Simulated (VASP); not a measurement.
# Ni: single point with LDA

Crystal: Ni.

```
Ni
1.0
     0.00000    1.76194    1.76194
    -1.76194    1.76194    0.00000
    -3.52387   -3.52387    3.52387
Ni
3
Direct
  0.00000 0.00000 0.00000
  0.33333 0.33333 0.33333
  0.66667 0.66667 0.66667
```

```
Program             : VASP 6.6.1
Task                : single point
Functional          : LDA
Potentials or basis : VASP PAW LDA potentials, release 64 (Ni)
Cutoff              : 520 eV
k mesh              : 14 × 14 × 5
Occupations         : fermi-dirac, width 0.1 eV
Spin                : no spin polarisation
```

The pressure is -18.1 GPa and the band gap on the k mesh is zero (band 15 reaches 8.95 eV, above the bottom of band 16 at 8.19 eV).

Levels at points of the mesh, in eV from the Fermi level:
```
           k point  band 12  band 13  band 14  band 15  band 16  band 17  band 18  band 19
(0.00, 0.00, 0.00)    -1.76    -0.76    -0.76    -0.39    -0.39    -0.39    -0.39    10.74
(0.50, 0.00, 0.00)    -0.01    -0.01     0.14     0.14     2.03     2.03     2.61     7.11
```

Wall time 87 s on 1 thread of AMD EPYC 7R43 64-Core Processor (Zen 3), with other jobs on the host, peak memory 0.14 GiB.

Caveat: the run has no spin polarisation, though such a crystal can be magnetic. Spin polarisation is off, so any magnetic state and its effect on volume and gap are missing.
